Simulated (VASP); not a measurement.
A run of VASP 6.6.1 is set up as follows.

INCAR

```
SYSTEM = Ge
ALGO = Normal ; EDIFF = 1E-7
EDIFFG = -0.005 ; ENCUT = 600
GGA = PS ; IBRION = 2
ISIF = 3 ; ISMEAR = -1
LASPH = .TRUE. ; LCHARG = .FALSE.
LREAL = .FALSE. ; LWAVE = .FALSE.
NELM = 60 ; NSW = 80
PREC = Accurate ; PSTRESS = 50.0
SIGMA = 0.05
```

File KPOINTS:

```
k-points
0
G
  8 8 8
  0 0 0
```

File POSCAR:

```
Ge
1.0
    0.0000000000      2.8289100000      2.8289100000
    2.8289100000      0.0000000000      2.8289100000
    2.8289100000      2.8289100000      0.0000000000
Ge
2
Direct
    0.7500000000      0.7500000000      0.7500000000
    0.5000000000      0.5000000000      0.5000000000
```

Potentials or basis: VASP PAW PBE potentials, release 64 (Ge_d).

Command:

```console
$ cat potpaw_PBE.64/Ge_d/POTCAR > POTCAR
$ mpirun -np 1 vasp_std > vasp.out
```

Question: Estimate the band gap on the k mesh.

Answer: 0.30 eV, indirect (least direct gap 0.51 eV).

Question: Estimate the space group after relaxing (to 0.05 Å).

Answer: Fd-3m (No. 227).

Question: Estimate the relaxed volume.

Answer: 21.41 Å³/atom.

The path:
```
step  energy change (eV)  largest force (eV/Å)  pressure (GPa)  volume (Å³)
   1              0.0000                0.0000            0.57        45.28
   2              0.1045                0.0000            8.63        41.30
   3              0.0408                0.0000            5.01        42.82
```

Caveat: the cell is relaxed towards a set pressure, so the enthalpy falls and the energy may rise; the PAW data sets were made with another functional, which shifts forces and pressure a little. A k mesh can miss the band edges.
